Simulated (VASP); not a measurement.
# Sc2Al (P6_3/mmc) in VASP: single point with r2SCAN

Aim: the single point of Sc2Al with r2SCAN.

Everything below comes from runs of VASP 6.6.1. Logs are shortened: lines on timing, memory, paths and dates and some standing lists are left out, and cuts for length are marked.

**1. The cell of the first run**

It takes space group P6_3/mmc (No. 194, hexagonal). The conventional cell has a = 4.978 Å, b = 4.978 Å, c = 6.298 Å, α = 90.00°, β = 90.00°, γ = 120.00°. Sc (site symmetry -3m) has 8 Sc at 3.15 to 3.28 Å and 6 Al at 3.28 Å within 4.1 Å. Sc (site symmetry -6m2) has 5 Al at 2.87 to 3.15 Å and 6 Sc at 3.28 Å within 3.8 Å. Within 3.8 Å of Al (site symmetry -6m2) lie 11 Sc at 2.87 to 3.28 Å.

**2. Single point, r2SCAN (22.53 Å³/atom)**

POSCAR reads:

```
Sc2Al
1.0
    4.9783399079      0.0000000000      0.0000000000
   -2.4891699539      4.3113688289      0.0000000000
    0.0000000000      0.0000000000      6.2982401845
Sc Al
4 2
Direct
    0.0000000000      0.0000000000      0.0000000000
    0.0000000000      0.0000000000      0.5000000000
    0.3333333333      0.6666666667      0.7500000000
    0.6666666667      0.3333333333      0.2500000000
    0.3333333333      0.6666666667      0.2500000000
    0.6666666667      0.3333333333      0.7500000000
```

INCAR.step1 reads:

```
  PREC = Accurate
  ENCUT = 520
  ISMEAR = 0
  SIGMA = 0.1
  LREAL = F
  LASPH = T
  NELM = 100
  NBANDS = 34
  GGA = PE
  ALGO = Normal
  EDIFF = 1E-4
  LWAVE = T
  LCHARG = F
```

INCAR.step2 reads:

```
  PREC = Accurate
  ENCUT = 520
  EDIFF = 1E-6
  ISMEAR = 0
  SIGMA = 0.1
  LREAL = F
  LASPH = T
  NELM = 100
  ALGO = Normal
  ISIF = 2
  LWAVE = F
  LCHARG = F
  METAGGA = R2SCAN
  LMIXTAU = T
  NBANDS = 34
  ISTART = 1
```

KPOINTS reads:

```
Automatic mesh
0
Gamma
  12 12 6
```

Potentials or basis: VASP PAW PBE potentials, release 64 (Sc_sv, Al).

On the command line:

```sh
$ cat potpaw_PBE.64/Sc_sv/POTCAR potpaw_PBE.64/Al/POTCAR > POTCAR
$ cp INCAR.step1 INCAR
$ mpirun -np 1 vasp_std > vasp.out
$ cp INCAR.step2 INCAR
$ mpirun -np 1 vasp_std > vasp.out
```

OUTCAR:

```text
PREC = Accurate
   ENCUT = 520
   EDIFF = 1E-6
   ISMEAR = 0
   LREAL = F
   LASPH = T
   NELM = 100
   ISIF = 2
   METAGGA = R2SCAN
   ISTART = 1

 ion  position               nearest neighbor table
   1  0.000  0.000  0.000-   2 3.15   2 3.15   4 3.28   5 3.28   6 3.28   3 3.28   3 3.28   5 3.28
                             4 3.28   6 3.28   4 3.28   6 3.28   3 3.28   5 3.28
   2  0.000  0.000  0.500-   1 3.15   1 3.15   4 3.28   5 3.28   6 3.28   3 3.28   3 3.28   5 3.28
                             4 3.28   6 3.28   4 3.28   6 3.28   3 3.28   5 3.28
   3  0.333  0.667  0.750-   6 2.87   6 2.87   6 2.87   5 3.15   5 3.15   1 3.28   2 3.28   2 3.28
                             1 3.28   2 3.28   1 3.28
   4  0.667  0.333  0.250-   5 2.87   5 2.87   5 2.87   6 3.15   6 3.15   1 3.28   2 3.28   1 3.28
                             2 3.28   1 3.28   2 3.28
   5  0.333  0.667  0.250-   4 2.87   4 2.87   4 2.87   3 3.15   3 3.15   1 3.28   2 3.28   2 3.28
                             1 3.28   2 3.28   1 3.28
   6  0.667  0.333  0.750-   3 2.87   3 2.87   3 2.87   4 3.15   4 3.15   1 3.28   2 3.28   1 3.28
                             2 3.28   1 3.28   2 3.28

  LATTYP: Found a hexagonal cell.
 ALAT       =     4.9783399079
 C/A-ratio  =     1.2651285973

  Lattice vectors:

 A1 = (   4.9783399079,   0.0000000000,   0.0000000000)
 A2 = (  -2.4891699539,   4.3113688289,   0.0000000000)
 A3 = (   0.0000000000,   0.0000000000,   6.2982401845)

Analysis of symmetry for initial positions (statically):
=====================================================================
 Subroutine PRICEL returns:
 Original cell was already a primitive cell.

 Routine SETGRP: Setting up the symmetry group for a
 hexagonal supercell.

 Subroutine GETGRP returns: Found 24 space group operations
 (whereof 12 operations were pure point group operations)
 out of a pool of 24 trial point group operations.

The static configuration has the point symmetry D_3d.
 The point group associated with its full space group is D_6h.

Analysis of symmetry for dynamics (positions and initial velocities):
=====================================================================
 Subroutine PRICEL returns:
 Original cell was already a primitive cell.

 Routine SETGRP: Setting up the symmetry group for a
 hexagonal supercell.

 Subroutine GETGRP returns: Found 24 space group operations
 (whereof 12 operations were pure point group operations)
 out of a pool of 24 trial point group operations.

The dynamic configuration has the point symmetry D_3d.
 The point group associated with its full space group is D_6h.

 Subroutine INISYM returns: Found 24 space group operations
[... 111 lines left out ...]
   ISIF   =      2    stress and relaxation
   ISYM   =      2    0-nonsym 1-usesym 2-fastsym
   POTIM  = 0.5000    time-step for ionic-motion
   TEBEG  =    0.0;   TEEND  =   0.0 temperature during run
   PSTRESS=    0.0 pullay stress
   NELECT =      50.0000    total number of electrons
   NUPDOWN=      -1.0000    fix difference up-down
   EMIN   =  10.00;   EMAX   =-10.00  energy-range for DOS
   EFERMI =   0.00;   METHOD = LEGACY
   ISMEAR =     0;   SIGMA  =   0.10  broadening in eV -4-tet -1-fermi 0-gaus
   EFERMI_NEDOS =   21; number of points for ismear=-14 and -15
   IALGO  =     38    algorithm
   IMIX   =      4    mixing-type and parameters
     AMIX     =   0.40;   BMIX     =  1.00
     AMIX_MAG =   1.60;   BMIX_MAG =  1.00
  volume/ion in A,a.u.               =      22.53       152.04
  Fermi-wavevector in a.u.,A,eV,Ry     =   1.175146  2.220704 18.789214  1.380968
  Thomas-Fermi vector in A             =   2.311532
   LORBIT       =      0    0 simple, 1 ext, 2 COOP (PROOUT), +10 PAW based schemes
   METAGGA = R2SCAN    functional components
   LHFCALC =     F    Hartree Fock is set to
   AEXX    =    0.0000 exact exchange contribution
   IVDW    =     0    specifies the selected vdW correction
   LEPSILON=     F    determine dielectric tensor
   LRPA    =     F    only Hartree local field effects (RPA)
 non-spin polarized calculation
 Gauss-broadening in eV      SIGMA  =   0.10
  energy-cutoff  :      520.00
  volume of cell :      135.18
 maximum number of plane-waves:      3684
 NGX is ok and might be reduce to    40
   NGX = 19   NGY = 19   NGZ = 23

 number of electron      50.0000000 magnetization

 Free energy of the ion-electron system (eV)
  ---------------------------------------------------
  ext. energy  EPLUGINS =         0.00000000
  ---------------------------------------------------
  free energy    TOTEN  =       -61.17914310 eV

  energy without entropy =      -61.14300441  energy(sigma->0) =      -61.16107375

 E-fermi :   4.5700     XC(G=0): -10.5427

 val. band max:        4.5623063178   @ k =   0.0833   0.0000   0.1667
 cond. band min:       4.5712423789   @ k =   0.2500   0.0000   0.1667
 fundamental gap:      0.0089360611
 Fermi energy:         4.5699550325

 k-point     1 :       0.0000    0.0000    0.0000
  band No.  band energies     occupation
      1     -47.2995      2.00000
      2     -47.2543      2.00000
      3     -47.2493      2.00000
      4     -47.2369      2.00000
      5     -25.0390      2.00000
      6     -25.0371      2.00000
[... 877 lines left out ...]
     33       6.5488      0.00000
     34       6.9415      0.00000

 [... further k-points ...]

------------------------ aborting loop because EDIFF is reached ----------------------------------------

  FORCE on cell =-STRESS in cart. coord.  units (eV):
  Direction    XX          YY          ZZ          XY          YZ          ZX
  --------------------------------------------------------------------------------------
  -------------------------------------------------------------------------------------
  Total       -3.1568343     -3.1568343     -3.0585058     -0.0000000      0.0000000     -0.0000000
  in kB      -37.4148001    -37.4148001    -36.2494109     -0.0000000      0.0000000     -0.0000000
  external PRESSURE =     -37.0263370 kB  Pullay stress =       0.0000000 kB

 VOLUME and BASIS-vectors are now :
 -----------------------------------------------------------------------------
  energy-cutoff  :      520.00
  volume of cell :      135.18
      direct lattice vectors                 reciprocal lattice vectors
     4.978339908  0.000000000  0.000000000     0.200870173  0.115972449  0.000000000
    -2.489169954  4.311368829  0.000000000     0.000000000  0.231944897  0.000000000
     0.000000000  0.000000000  6.298240185     0.000000000  0.000000000  0.158774510

 POSITION                                       TOTAL-FORCE (eV/Angst)
 -----------------------------------------------------------------------------------
      0.00000      0.00000      0.00000        -0.000000     -0.000000      0.000000
      0.00000      0.00000      3.14912        -0.000000     -0.000000      0.000000
     -0.00000      2.87425      4.72368        -0.000000      0.000000      0.000000
      2.48917      1.43712      1.57456         0.000000     -0.000000      0.000000
     -0.00000      2.87425      1.57456         0.000000     -0.000000      0.000000
      2.48917      1.43712      4.72368         0.000000     -0.000000      0.000000
 -----------------------------------------------------------------------------------
    total drift:                               -0.000000      0.000000     -0.000000

  FREE ENERGIE OF THE ION-ELECTRON SYSTEM (eV)
  ---------------------------------------------------
  free  energy   TOTEN  =       -61.1791430970 eV

  energy  without entropy=      -61.1430044085  energy(sigma->0) =      -61.16107375
```

OUTCAR.step1:

```text
PREC = Accurate
   ENCUT = 520
   ISMEAR = 0
   LREAL = F
[... 1134 lines left out ...]
     -0.00000      2.87425      4.72368        -0.000000     -0.000000      0.000000
      2.48917      1.43712      1.57456         0.000000      0.000000      0.000000
     -0.00000      2.87425      1.57456        -0.000000      0.000000      0.000000
      2.48917      1.43712      4.72368        -0.000000      0.000000      0.000000
 -----------------------------------------------------------------------------------
    total drift:                               -0.000000      0.000000     -0.000000

  FREE ENERGIE OF THE ION-ELECTRON SYSTEM (eV)
  ---------------------------------------------------
  free  energy   TOTEN  =       -34.5287792847 eV

  energy  without entropy=      -34.4889521483  energy(sigma->0) =      -34.50886572
```

Wall time 19 min (1 thread of Intel Xeon 8259CL, shared host); peak memory 0.48 GiB.

What came out:

```
Free energy            : -61.1791 eV
Pressure               : -3.7 GPa
Band gap on the k mesh : zero (bands 25 and 26 overlap by 0.66 eV)
```

Levels at points of the mesh, in eV from the Fermi level:
| k point | band 23 | band 24 | band 25 | band 26 | band 27 | band 28 |
| --- | --- | --- | --- | --- | --- | --- |
| (0.00, 0.00, 0.00) | -0.77 | -0.64 | -0.31 | -0.31 | -0.07 | -0.07 |
| (0.50, 0.00, 0.00) | -1.15 | -1.13 | -0.75 | 0.23 | 0.44 | 0.95 |
| (0.00, 0.00, 0.50) | -1.17 | -1.17 | 0.11 | 0.11 | 0.11 | 0.11 |
| (0.50, 0.00, 0.50) | -1.07 | -1.07 | 0.18 | 0.18 | 0.56 | 0.56 |

Caveat: the cell stands under tension; the PAW data sets were made with another functional, which shifts forces and pressure a little.
